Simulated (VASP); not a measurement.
# GaN (F-43m) in VASP: a series of runs

Aim: see how the results for GaN move with the level of theory and the settings. Levels: LDA, PBE. Tasks: single point.

Program: VASP 6.6.1. These are calculated values, not measurements. Logs are shortened: lines on timing, memory, paths and dates and some standing lists are left out, and cuts for length are marked.

### Step 1. The cell of the first run

Symmetry: F-43m, No. 216, cubic system. Conventional cell: a = 4.507 Å, b = 4.507 Å, c = 4.507 Å, α = 90.00°, β = 90.00°, γ = 90.00°. Ga (site symmetry -43m) has 4 N at 1.95 Å within 2.6 Å. N (site symmetry -43m) has 4 Ga at 1.95 Å within 2.6 Å.

### Step 2. Single point, LDA

INCAR reads:

```
PREC = Accurate
ENCUT = 520
EDIFF = 1E-7
ISMEAR = -1
SIGMA = 0.05
LREAL = False
LASPH = True
NELM = 80
ALGO = Normal
ISIF = 2
LWAVE = False
LCHARG = False
NBANDS = 16
```

KPOINTS reads:

```
regular mesh
0
Gamma
  10 10 10
```

POSCAR reads:

```
GaN
1.0
    0.0000000000      2.2535006075      2.2535006075
    2.2535006075      0.0000000000      2.2535006075
    2.2535006075      2.2535006075      0.0000000000
Ga N
1 1
Direct
    0.0000000000      0.0000000000      0.0000000000
    0.2500000000      0.2500000000      0.2500000000
```

Potentials or basis: VASP PAW LDA potentials, release 64 (Ga_d, N).

The run is started by

```console
$ cat potpaw_LDA.64/Ga_d/POTCAR potpaw_LDA.64/N/POTCAR > POTCAR
$ mpirun -np 1 vasp_std > vasp.out
```

OUTCAR:

```text
PREC = Accurate
   ENCUT = 520
   EDIFF = 1E-7
   ISMEAR = -1
   LREAL = False
   LASPH = True
   NELM = 80
   ISIF = 2

 ion  position               nearest neighbor table
   1  0.000  0.000  0.000-   2 1.95   2 1.95   2 1.95   2 1.95
   2  0.250  0.250  0.250-   1 1.95   1 1.95   1 1.95   1 1.95

  LATTYP: Found a face centered cubic cell.
 ALAT       =     4.5070012150

  Lattice vectors:

 A1 = (   0.0000000000,   2.2535006075,   2.2535006075)
 A2 = (   2.2535006075,   0.0000000000,   2.2535006075)
 A3 = (   2.2535006075,   2.2535006075,   0.0000000000)

Analysis of symmetry for initial positions (statically):
=====================================================================
 Subroutine PRICEL returns:
 Original cell was already a primitive cell.

 Routine SETGRP: Setting up the symmetry group for a
 face centered cubic supercell.

 Subroutine GETGRP returns: Found 24 space group operations
 (whereof 24 operations were pure point group operations)
 out of a pool of 48 trial point group operations.

The static configuration has the point symmetry T_d .

Analysis of symmetry for dynamics (positions and initial velocities):
=====================================================================
 Subroutine PRICEL returns:
 Original cell was already a primitive cell.

 Routine SETGRP: Setting up the symmetry group for a
 face centered cubic supercell.

 Subroutine GETGRP returns: Found 24 space group operations
 (whereof 24 operations were pure point group operations)
 out of a pool of 48 trial point group operations.

The dynamic configuration has the point symmetry T_d .

 Subroutine INISYM returns: Found 24 space group operations
 (whereof 24 operations are pure point group operations),
 and found     1 'primitive' translations

----------------------------------------------------------------------------------------

                                     Primitive cell

  volume of cell :      22.8877

  direct lattice vectors                    reciprocal lattice vectors
     0.000000000  2.253500607  2.253500607    -0.221877020  0.221877020  0.221877020
     2.253500607  0.000000000  2.253500607     0.221877020 -0.221877020  0.221877020
     2.253500607  2.253500607  0.000000000     0.221877020  0.221877020 -0.221877020

  length of vectors
     3.186931122  3.186931122  3.186931122     0.384302272  0.384302272  0.384302272

  position of ions in fractional coordinates (direct lattice)
     0.000000000  0.000000000  0.000000000
     0.250000000  0.250000000  0.250000000

  ion indices of the primitive-cell ions
   primitive index   ion index
                 1           1
                 2           2

----------------------------------------------------------------------------------------

 KPOINTS: regular mesh

Automatic generation of k-mesh.
 Grid dimensions read from file:
 generate k-points for:   10   10   10

 Generating k-lattice:

  Cartesian coordinates                     Fractional coordinates (reciprocal lattice)
    -0.022187702  0.022187702  0.022187702     0.100000000  0.000000000  0.000000000
     0.022187702 -0.022187702  0.022187702     0.000000000  0.100000000  0.000000000
     0.022187702  0.022187702 -0.022187702     0.000000000  0.000000000  0.100000000

  Length of vectors
     0.038430227  0.038430227  0.038430227

  Shift w.r.t. Gamma in fractional coordinates (k-lattice)
     0.000000000  0.000000000  0.000000000

 Subroutine IBZKPT returns following result:
 ===========================================

 Found     47 irreducible k-points:

 Following reciprocal coordinates:
            Coordinates               Weight
  0.000000  0.000000  0.000000      1.000000
  0.100000  0.000000  0.000000      8.000000
  0.200000  0.000000  0.000000      8.000000
  0.300000  0.000000  0.000000      8.000000
  0.400000  0.000000  0.000000      8.000000
  0.500000  0.000000  0.000000      4.000000
[... 16 lines left out ...]
  0.300000  0.300000  0.000000      6.000000
  0.400000  0.300000  0.000000     24.000000
 [... further k-points ...]
   k-points           NKPTS =     47   k-points in BZ     NKDIM =     47   number of bands    NBANDS=     16
   number of dos      NEDOS =    301   number of ions     NIONS =      2
   total plane-waves  NPLWV =  13824
   dimension x,y,z NGX =    24 NGY =   24 NGZ =   24
   dimension x,y,z NGXF=    48 NGYF=   48 NGZF=   48
   ions per type =               1   1
   NGX,Y,Z   is equivalent  to a cutoff of  12.52, 12.52, 12.52 a.u.
   NGXF,Y,Z  is equivalent  to a cutoff of  25.04, 25.04, 25.04 a.u.
 SYSTEM =  unknown system
   PREC   = accura    normal or accurate (medium, high low for compatibility)
   ISTART =      0    job   : 0-new  1-cont  2-samecut
   ICHARG =      2    charge: 1-file 2-atom 10-const
   ISPIN  =      1    spin polarized calculation?
   LNONCOLLINEAR =      F non collinear calculations
   LSORBIT =      F    spin-orbit coupling
   LASPH  =      T    aspherical Exc in radial PAW
   ENCUT  =  520.0 eV  38.22 Ry    6.18 a.u.   5.93  5.93  5.93*2*pi/ulx,y,z
   NELM   =     80;   NELMIN=  2; NELMDL= -5     # of ELM steps
   EDIFF  = 0.1E-06   stopping-criterion for ELM
   LREAL  =      F    real-space projection
   EDIFFG = 0.1E-05   stopping-criterion for IOM
   NSW    =      0    number of steps for IOM
   IBRION =     -1    ionic relax: 0-MD 1-quasi-New 2-CG
   NFREE  =      0    steps in history (QN), initial steepest desc. (CG)
   ISIF   =      2    stress and relaxation
   ISYM   =      2    0-nonsym 1-usesym 2-fastsym
   POTIM  = 0.5000    time-step for ionic-motion
   TEBEG  =    0.0;   TEEND  =   0.0 temperature during run
   PSTRESS=    0.0 pullay stress
   NELECT =      18.0000    total number of electrons
   NUPDOWN=      -1.0000    fix difference up-down
   EMIN   =  10.00;   EMAX   =-10.00  energy-range for DOS
   EFERMI =   0.00;   METHOD = LEGACY
   ISMEAR =    -1;   SIGMA  =   0.05  broadening in eV -4-tet -1-fermi 0-gaus
   EFERMI_NEDOS =   21; number of points for ismear=-14 and -15
   IALGO  =     38    algorithm
   IMIX   =      4    mixing-type and parameters
     AMIX     =   0.40;   BMIX     =  1.00
     AMIX_MAG =   1.60;   BMIX_MAG =  1.00
  volume/ion in A,a.u.               =      11.44        77.23
  Fermi-wavevector in a.u.,A,eV,Ry     =   1.511117  2.855596 31.068543  2.283473
  Thomas-Fermi vector in A             =   2.621216
   LORBIT       =      0    0 simple, 1 ext, 2 COOP (PROOUT), +10 PAW based schemes
   GGA     = CA    functional components
   LHFCALC =     F    Hartree Fock is set to
   AEXX    =    0.0000 exact exchange contribution
   IVDW    =     0    specifies the selected vdW correction
   LEPSILON=     F    determine dielectric tensor
   LRPA    =     F    only Hartree local field effects (RPA)
 non-spin polarized calculation
  energy-cutoff  :      520.00
  volume of cell :       22.89
 maximum number of plane-waves:       636
   NGX = 11   NGY = 11   NGZ = 11

 number of electron      18.0000002 magnetization

 Free energy of the ion-electron system (eV)
  ---------------------------------------------------
  ext. energy  EPLUGINS =         0.00000000
  ---------------------------------------------------
  free energy    TOTEN  =       -13.93307137 eV

  energy without entropy =      -13.93307137  energy(sigma->0) =      -13.93307137

 E-fermi :   5.9458     XC(G=0): -12.1183

 val. band max:        5.0307018684   @ k =   0.0000   0.0000   0.0000
 cond. band min:       6.7784848405   @ k =   0.0000   0.0000   0.0000
 fundamental gap:      1.7477829721
 Fermi energy:         5.9457676800

 k-point     1 :       0.0000    0.0000    0.0000
  band No.  band energies     occupation
      1     -10.7721      2.00000
      2      -8.5222      2.00000
      3      -8.5222      2.00000
      4      -8.5222      2.00000
      5      -8.2042      2.00000
      6      -8.2042      2.00000
[... 8 lines left out ...]
     15      23.7124      0.00000
     16      23.7124      0.00000

 k-point     2 :       0.1000    0.0000    0.0000
  band No.  band energies     occupation
      1     -10.6609      2.00000
      2      -8.5086      2.00000
      3      -8.5086      2.00000
      4      -8.4812      2.00000
      5      -8.2055      2.00000
      6      -8.2055      2.00000
[... 8 lines left out ...]
     15      22.4543      0.00000
     16      22.4543      0.00000

 k-point     3 :       0.2000    0.0000    0.0000
  band No.  band energies     occupation
      1     -10.3860      2.00000
      2      -8.4771      2.00000
      3      -8.4771      2.00000
      4      -8.3060      2.00000
      5      -8.2043      2.00000
      6      -8.2043      2.00000
[... 8 lines left out ...]
     15      21.6895      0.00000
     16      21.6895      0.00000

 k-point     4 :       0.3000    0.0000    0.0000
  band No.  band energies     occupation
      1     -10.1100      2.00000
      2      -8.4493      2.00000
      3      -8.4493      2.00000
      4      -8.1907      2.00000
      5      -8.1907      2.00000
      6      -7.8727      2.00000
[... 8 lines left out ...]
     15      22.1546      0.00000
     16      22.1546      0.00000

 k-point     5 :       0.4000    0.0000    0.0000
  band No.  band energies     occupation
      1      -9.9595      2.00000
      2      -8.4375      2.00000
      3      -8.4375      2.00000
      4      -8.1681      2.00000
      5      -8.1681      2.00000
      6      -7.2102      2.00000
[... 8 lines left out ...]
     15      23.5185      0.00000
     16      23.5185      0.00000

 k-point     6 :       0.5000    0.0000    0.0000
  band No.  band energies     occupation
      1      -9.9190      2.00000
      2      -8.4354      2.00000
      3      -8.4354      2.00000
      4      -8.1568      2.00000
      5      -8.1568      2.00000
      6      -6.8186      2.00000
[... 8 lines left out ...]
     15      24.4866      0.00000
     16      24.4866      0.00000
[... 267 lines left out ...]
 k-point    21 :      -0.3000    0.2000    0.0000
  band No.  band energies     occupation
      1      -9.8945      2.00000
      2      -8.4264      2.00000
      3      -8.3816      2.00000
      4      -8.2110      2.00000
      5      -8.2073      2.00000
      6      -7.0736      2.00000
[... 8 lines left out ...]
     15      22.1016      0.00000
     16      25.4871      0.00000

 k-point    22 :      -0.2000    0.2000    0.0000
  band No.  band energies     occupation
      1     -10.0259      2.00000
      2      -8.4336      2.00000
      3      -8.4181      2.00000
      4      -8.2267      2.00000
      5      -8.2148      2.00000
      6      -7.6860      2.00000
[... 8 lines left out ...]
     15      22.1702      0.00000
     16      25.3935      0.00000

 k-point    23 :       0.3000    0.3000    0.0000
  band No.  band energies     occupation
      1      -9.9485      2.00000
      2      -8.3748      2.00000
      3      -8.3327      2.00000
      4      -8.3327      2.00000
      5      -8.1536      2.00000
      6      -7.6585      2.00000
[... 8 lines left out ...]
     15      27.0040      0.00000
     16      27.3447      0.00000

 k-point    24 :       0.4000    0.3000    0.0000
  band No.  band energies     occupation
      1      -9.8528      2.00000
      2      -8.3942      2.00000
      3      -8.2988      2.00000
      4      -8.2980      2.00000
      5      -8.1434      2.00000
      6      -7.1612      2.00000
[... 8 lines left out ...]
     15      27.1968      0.00000
     16      27.3536      0.00000

 [... further k-points ...]
[... 5 lines left out ...]
  --------------------------------------------------------------------------------------
  -------------------------------------------------------------------------------------
  Total       -0.7887100     -0.7887100     -0.7887100     -0.0000000      0.0000000     -0.0000000
  in kB      -55.2109072    -55.2109072    -55.2109072     -0.0000000      0.0000000     -0.0000000
  external PRESSURE =     -55.2109072 kB  Pullay stress =       0.0000000 kB

 VOLUME and BASIS-vectors are now :
 -----------------------------------------------------------------------------
  energy-cutoff  :      520.00
  volume of cell :       22.89
      direct lattice vectors                 reciprocal lattice vectors
     0.000000000  2.253500607  2.253500607    -0.221877020  0.221877020  0.221877020
     2.253500607  0.000000000  2.253500607     0.221877020 -0.221877020  0.221877020
     2.253500607  2.253500607  0.000000000     0.221877020  0.221877020 -0.221877020

 POSITION                                       TOTAL-FORCE (eV/Angst)
 -----------------------------------------------------------------------------------
      0.00000      0.00000      0.00000        -0.000000     -0.000000     -0.000000
      1.12675      1.12675      1.12675         0.000000      0.000000      0.000000
 -----------------------------------------------------------------------------------
    total drift:                                0.000002      0.000002      0.000002

  FREE ENERGIE OF THE ION-ELECTRON SYSTEM (eV)
  ---------------------------------------------------
  free  energy   TOTEN  =       -13.9330713711 eV

  energy  without entropy=      -13.9330713708  energy(sigma->0) =      -13.93307137
```

Run time: 7 s. Hardware: 1 thread of AMD EPYC 9R45 (Zen 5), shared host; peak memory 0.11 GiB.

What came out:

| Quantity | Value |
| --- | --- |
| Free energy | -13.9331 eV |
| Pressure | -5.5 GPa |
| Band gap on the k mesh | 1.75 eV, direct |

Levels at points of the mesh, in eV from the valence-band top:
| k point | band 5 | band 6 | band 7 | band 8 | band 9 | band 10 | band 11 | band 12 | band 13 | band 14 |
| --- | --- | --- | --- | --- | --- | --- | --- | --- | --- | --- |
| (0.00, 0.00, 0.00) | -13.23 | -13.23 | 0.00 | 0.00 | 0.00 | 1.75 | 10.11 | 10.11 | 10.11 | 17.31 |
| (0.50, 0.00, 0.00) | -13.19 | -11.85 | -7.12 | -0.98 | -0.98 | 4.54 | 8.60 | 10.20 | 10.20 | 15.39 |
| (0.50, 0.50, 0.00) | -13.16 | -11.37 | -6.20 | -2.73 | -2.73 | 3.25 | 6.48 | 11.50 | 13.76 | 13.76 |

### Step 3. Single point, PBE

INCAR reads:

```
PREC     = Accurate       # precision mode
ENCUT    = 520            # plane-wave cutoff, eV
EDIFF    = 1E-6           # SCF threshold, eV
ISMEAR   = 0              # smearing method
SIGMA    = 0.017          # smearing width, eV
LREAL    = False          # projectors in reciprocal space
LASPH    = True           # aspherical terms in the spheres
NELM     = 60             # most SCF steps
ALGO     = Normal         # electronic algorithm
ISIF     = 2              # what is computed and relaxed
LWAVE    = False          # write WAVECAR
LCHARG   = False          # write CHGCAR
GGA      = PE             # functional
NBANDS   = 16             # bands
```

KPOINTS reads:

```
Automatic mesh
0
Gamma
  10 10 10
```

POSCAR is that of step 2.

Potentials or basis: VASP PAW PBE potentials, release 64 (Ga_d, N).

The run is started by

```console
$ cat potpaw_PBE.64/Ga_d/POTCAR potpaw_PBE.64/N/POTCAR > POTCAR
$ mpirun -np 1 vasp_std > vasp.out
```

Run time: 7.4 s. Hardware: 1 thread of AMD EPYC 9R45 (Zen 5), shared host; peak memory 0.11 GiB.

The run converged. Its results:

* Free energy: -12.1432 eV
* Pressure: 5.1 GPa
* Band gap on the k mesh: 1.72 eV, direct

Levels at points of the mesh, in eV from the valence-band top:
```tsv
k point	band 7	band 8	band 9	band 10	band 11	band 12
(0.00, 0.00, 0.00)	0.00	0.00	0.00	1.72	10.30	10.30
(0.50, 0.00, 0.00)	-7.04	-0.97	-0.97	4.64	8.73	10.37
(0.50, 0.50, 0.00)	-6.12	-2.70	-2.70	3.35	6.66	11.71
```

(Continued in part 2 of 2.)
